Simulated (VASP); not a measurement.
A run of VASP 6.6.1:

File INCAR:

```
SYSTEM = TiAl3
ALGO     = Normal         ! electronic algorithm
EDIFF    = 1E-6           ! SCF threshold, eV
ENCUT    = 520            ! plane-wave cutoff, eV
GGA      = PS             ! functional
ISIF     = 2              ! what is computed and relaxed
ISMEAR   = 0              ! smearing method
LASPH    = .TRUE.         ! aspherical terms in the spheres
LCHARG   = .FALSE.        ! write CHGCAR
LREAL    = .FALSE.        ! projectors in reciprocal space
LWAVE    = .FALSE.        ! write WAVECAR
NBANDS   = 31             ! bands
NELM     = 80             ! most SCF steps
PREC     = Accurate       ! precision mode
SIGMA    = 0.15           ! smearing width, eV
```

Contents of KPOINTS:

```
k-points
0
G
  10 8 8
  0 0 0
```

The input POSCAR:

```
TiAl3
1.0
   -3.9479576782      0.0000000000      0.0000000000
    0.0000000000      3.9479576782      3.9479576782
    0.0000000000      3.9479576782     -3.9479576782
Ti Al
2 6
Direct
    0.0000000000      0.0000000000      0.0000000000
    0.0000000000      0.5000000000      0.5000000000
    0.5000000000      0.7500000000      0.7500000000
    0.5000000000      0.2500000000      0.2500000000
    0.5000000000      0.7500000000      0.2500000000
    0.5000000000      0.2500000000      0.7500000000
    1.0000000000      0.5000000000      0.0000000000
    1.0000000000      0.0000000000      0.5000000000
```

Potentials or basis: VASP PAW PBE potentials, release 64 (Ti_sv, Al).

Run with:

```bash
$ cat potpaw_PBE.64/Ti_sv/POTCAR potpaw_PBE.64/Al/POTCAR > POTCAR
$ mpirun -np 1 vasp_std > vasp.out
```

Hardware: 1 thread of Intel(R) Xeon(R) 6975P-C (Granite Rapids), with other jobs on the host.

Estimate the wall time of this run.

It took 3.8 min on 1 thread of Intel(R) Xeon(R) 6975P-C (Granite Rapids), on a shared host, peak memory 0.4 GiB. Counts: scf iterations 16, k points 90.
